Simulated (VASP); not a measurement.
Runs of VASP 6.6.1 on SiC (Moissanite 3C). The structure is that of space group F-43m (No. 216), or close to it. The cells are those of the table. 

```tsv
level	cell	k mesh	gap on the mesh (eV)	pressure (GPa)
r2SCAN	a = 2.996 Å, angles 60.0°, 2 atoms	10 × 10 × 10	1.67	(a)
r2SCAN	a = 3.080 Å, angles 60.0°, 2 atoms	10 × 10 × 10	1.72	-0.2
PBE	a = 3.104 Å, angles 60.0°, 2 atoms	8 × 8 × 8	1.38	-1.4
r2SCAN	a = 3.097 Å, angles 60.0°, 2 atoms	10 × 10 × 10	(b)	-3.7
r2SCAN	a = 2.709 Å, angles 60.0°, 2 atoms	10 × 10 × 10	1.38	(c)
```

Alike in all rows: task single point; potentials or basis VASP PAW PBE potentials, release 64 (Si, C); no spin polarisation; cutoff (eV) 520; smearing gaussian 0.05 eV.

**Question.** Estimate the missing entries.

**Answer.** (a) 22.0; (b) 1.73; (c) 179.0.

Caveats: the PAW data sets were made with another functional, which shifts forces and pressure a little (some runs).

A k mesh can miss the band edges.
